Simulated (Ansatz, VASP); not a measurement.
# One calculation of WC, two programs

The input INCAR:

```
PREC = Accurate
ENCUT = 600
EDIFF = 1E-7
ISMEAR = 0
SIGMA = 0.1
LREAL = F
LASPH = T
NELM = 100
ALGO = Normal
ISIF = 3
LWAVE = F
LCHARG = F
GGA = PS
IBRION = 2
NSW = 100
EDIFFG = -0.05
```

File KPOINTS:

```
regular mesh
0
Gamma
  8 8 8
```

The input POSCAR:

```
WC
1.0
    0.0000000000      2.3920423765      2.3920423765
    2.3920423765      0.0000000000      2.3920423765
    2.3920423765      2.3920423765      0.0000000000
W C
1 1
Direct
    0.0000000000      0.0000000000      0.0000000000
    0.2500000000      0.2500000000      0.2500000000
```

Input for Ansatz:

```yaml
crystal:
  lattice:
    - [0.0, 2.3920423765, 2.3920423765]
    - [2.3920423765, 0.0, 2.3920423765]
    - [2.3920423765, 2.3920423765, 0.0]
  atoms:
    - { symbol: W, position: [0.0, 0.0, 0.0] }
    - { symbol: C, position: [0.25, 0.25, 0.25] }
basis:
  ecutwfc: 420
kpoints:
  mp_grid: { grid: [8, 8, 8] }
hamiltonian:
  xc: pbesol
scf:
  occupations: { method: gaussian, width: 0.1 }
output:
  forces: true
  stress: true
  eigenvalues: true
relax:
  adjacent_minimum: "off"
  f_tol: 0.05
  max_steps: 80
  cell: { stress_tol: 0.5 }
```

Alike in both runs: task relaxation of cell and atoms; functional PBEsol; k mesh 8 × 8 × 8; occupations gaussian, width 0.1 eV; no spin polarisation.

|  | VASP | Ansatz |
| --- | --- | --- |
| version | VASP 6.6.1 | Ansatz 0.2.0 |
| potentials or method | VASP PAW PBE potentials, release 64 (W_sv, C), cutoff 600 eV | scalar-relativistic, plane waves, PAW |
| valence electrons in the cell | 18 | 18 |

|  | VASP | Ansatz | Ansatz less VASP |
| --- | --- | --- | --- |
| gap on the k mesh at the Fermi level, each at its own relaxed structure (eV) | none | none | - |
| relaxed volume (Å³/atom) | 12.70 | 12.66 | -0.038 |
| relaxed cell length with the largest relative difference (Å) | 3.300 | 3.296 | -0.0033 |

VASP's potentials were made for PBE, not for PBEsol. A gap of «none» marks a metal or a gap that the smearing closes.

Neither program's run includes spin-orbit coupling.
